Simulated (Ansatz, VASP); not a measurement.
**Two plane-wave programs on BaZrO3**

POSCAR

```
BaZrO3
1.0
    4.0750346269      0.0000000000      0.0000000000
    0.0000000000      4.0750346269      0.0000000000
    0.0000000000      0.0000000000      4.0750346269
Ba Zr O
1 1 3
Direct
    0.0000000000      0.0000000000      0.0000000000
    0.5000000000      0.5000000000      0.5000000000
    0.0000000000      0.5000000000      0.5000000000
    0.5000000000      0.0000000000      0.5000000000
    0.5000000000      0.5000000000      0.0000000000
```

The input INCAR.step1:

```
SYSTEM = BaZrO3
ALGO = Normal
EDIFF = 1E-4
ENCUT = 520
GGA = PE
ISMEAR = 0
LASPH = .TRUE.
LCHARG = .FALSE.
LREAL = .FALSE.
LWAVE = .TRUE.
NBANDS = 28
NELM = 100
PREC = Accurate
SIGMA = 0.02
```

INCAR.step2

```
SYSTEM = BaZrO3
ALGO = Normal
EDIFF = 1E-6
ENCUT = 520
ISIF = 2
ISMEAR = 0
ISTART = 1
LASPH = .TRUE.
LCHARG = .FALSE.
LMIXTAU = .TRUE.
LREAL = .FALSE.
LWAVE = .FALSE.
METAGGA = R2SCAN
NBANDS = 28
NELM = 100
PREC = Accurate
SIGMA = 0.02
```

File KPOINTS:

```
k-points
0
G
  6 6 6
  0 0 0
```

Input for Ansatz:

```yaml
crystal:
  lattice:
    - [4.0750346269, 0.0, 0.0]
    - [0.0, 4.0750346269, 0.0]
    - [0.0, 0.0, 4.0750346269]
  atoms:
    - { symbol: Ba, position: [0.0, 0.0, 0.0] }
    - { symbol: Zr, position: [0.5, 0.5, 0.5] }
    - { symbol: O, position: [0.0, 0.5, 0.5] }
    - { symbol: O, position: [0.5, 0.0, 0.5] }
    - { symbol: O, position: [0.5, 0.5, 0.0] }
basis:
  ecutwfc: 500
kpoints:
  mp_grid: { grid: [6, 6, 6] }
hamiltonian:
  xc: r2scan
scf:
  occupations: { method: gaussian, width: 0.02 }
output:
  forces: true
  stress: true
  eigenvalues: true
```

Alike in both runs: task single point; functional r2SCAN; k mesh 6 × 6 × 6; occupations gaussian, width 0.02 eV; no spin polarisation.

|  | VASP | Ansatz |
| --- | --- | --- |
| version | VASP 6.6.1 | Ansatz 0.2.0 |
| potentials or method | VASP PAW PBE potentials, release 64 (Ba_sv, Zr_sv, O), cutoff 520 eV | scalar-relativistic, plane waves, PAW |
| valence electrons in the cell | 40 | 40 |

|  | VASP | Ansatz | Ansatz less VASP |
| --- | --- | --- | --- |
| gap on the k mesh at the Fermi level (eV) | 3.90 | 3.97 | +0.069 |
| least direct gap on the mesh (eV) | 4.02 | 4.05 | +0.033 |
| pressure (GPa) | 20.4 | 18.9 | -1.53 |

VASP's potentials were made for PBE, not for r2SCAN.

Spin-orbit coupling is off throughout.
